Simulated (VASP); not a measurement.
C41O: single point with PBE+D3(BJ)

C41O, a slab with vacuum:

```
C O
1.0
     7.29465    0.00000    0.00000
    -3.33177    7.86203    0.00000
     0.00000    0.00000   23.58096
C O
41 1
Direct
  0.25009 0.16670 0.16963
  0.25009 0.66670 0.16963
  0.75009 0.16670 0.16963
  0.75009 0.66670 0.16963
  0.24991 0.33330 0.16963
  0.24991 0.83330 0.16963
  0.74991 0.33330 0.16963
  0.74991 0.83330 0.16963
  0.25009 0.41670 0.22189
  0.25009 0.91670 0.22189
  0.75009 0.41670 0.22189
  0.75009 0.91670 0.22189
  0.24991 0.08330 0.22189
  0.24991 0.58330 0.22189
  0.74991 0.08330 0.22189
  0.74991 0.58330 0.22189
  0.25001 0.16766 0.27414
  0.25001 0.66766 0.27414
  0.75001 0.16766 0.27414
  0.75001 0.66766 0.27414
  0.24999 0.33234 0.27414
  0.24999 0.83234 0.27414
  0.74999 0.33234 0.27414
  0.74999 0.83234 0.27414
  0.25006 0.41832 0.32662
  0.25006 0.91832 0.32662
  0.75006 0.41832 0.32662
  0.75006 0.91832 0.32662
  0.24994 0.08168 0.32662
  0.24994 0.58168 0.32662
  0.74994 0.08168 0.32662
  0.74994 0.58168 0.32662
  0.24988 0.17722 0.37450
  0.24988 0.67722 0.37450
  0.74988 0.17722 0.37450
  0.74988 0.67722 0.37450
  0.25012 0.32278 0.37450
  0.25012 0.82278 0.37450
  0.75012 0.32278 0.37450
  0.75012 0.82278 0.37450
  0.62488 0.17722 0.56321
  0.62488 0.17722 0.51444
```

| Item | Value |
| --- | --- |
| Program | VASP 6.6.1 |
| Task | single point |
| Functional | PBE |
| Dispersion | D3(BJ) |
| Potentials or basis | VASP PAW PBE potentials, release 64 (C, O) |
| Cutoff | 520 eV |
| k mesh | 4 × 4 × 1 |
| Occupations | gaussian, width 0.05 eV |
| Spin | no spin polarisation |
| Dipole correction | yes |
| Further INCAR settings | LREAL = Auto; ALGO = Normal; EDIFF = 1e-06; NBANDS = 112 |

```yaml
Largest_force: 6.694 eV/Å
Band_gap_on_the_k_mesh: 0.01 eV (least direct gap 0.03 eV)
Dispersion_energy_per_atom: -0.113 eV
```

Forces on the atoms (eV/Å):
```
C   -2.575  6.076  1.103
C   -2.576  6.076  1.103
C   -2.577  6.079  1.102
C   -2.575  6.076  1.103
C    2.575 -6.076  1.103
C    2.576 -6.076  1.103
C    2.577 -6.079  1.102
C    2.575 -6.076  1.103
C   -0.161  0.380 -1.157
C   -0.161  0.380 -1.157
C   -0.161  0.378 -1.156
C   -0.161  0.380 -1.158
C    0.161 -0.380 -1.157
C    0.161 -0.380 -1.157
C    0.160 -0.379 -1.156
C    0.161 -0.380 -1.158
C    0.002 -0.005  0.016
C    0.002 -0.005  0.016
C    0.001 -0.006  0.011
C    0.002 -0.003  0.016
C   -0.002  0.005  0.016
C   -0.002  0.005  0.016
C   -0.004  0.007  0.010
C   -0.002  0.003  0.016
C    0.002  0.018 -0.009
C    0.003  0.021 -0.007
C    0.010  0.005 -0.001
C    0.003  0.021 -0.010
C   -0.001 -0.020 -0.006
C   -0.003 -0.020 -0.009
C   -0.006 -0.010  0.005
C   -0.001 -0.020 -0.010
C    0.034 -0.076  0.047
C    0.035 -0.077  0.049
C    0.034 -0.056  0.016
C    0.032 -0.075  0.047
C   -0.033  0.077  0.051
C   -0.034  0.077  0.047
C   -0.026  0.069  0.034
C   -0.033  0.075  0.047
C    0.004  0.001 -0.736
O   -0.017 -0.009  0.761
```

Levels at points of the mesh, in eV from the valence-band top:
| k point | band 82 | band 83 | band 84 | band 85 | band 86 | band 87 | band 88 | band 89 |
| --- | --- | --- | --- | --- | --- | --- | --- | --- |
| (0.00, 0.00, 0.00) | -0.87 | -0.80 | -0.20 | -0.02 | 0.04 | 0.58 | 0.64 | 0.74 |
| (0.50, 0.00, 0.00) | -0.91 | -0.91 | -0.14 | -0.13 | 0.24 | 0.25 | 0.83 | 0.84 |
| (0.00, 0.50, 0.00) | -1.03 | -1.03 | -1.02 | -1.02 | 0.58 | 0.58 | 0.61 | 0.61 |
| (0.50, 0.50, 0.00) | -1.11 | -1.11 | -0.76 | -0.76 | 0.48 | 0.48 | 0.70 | 0.70 |

It took 6.3 min on 1 × NVIDIA H100 80GB with 1 thread of AMD EPYC 7R13 Processor (Zen 3) (shared host), peak memory 2.4 GiB.
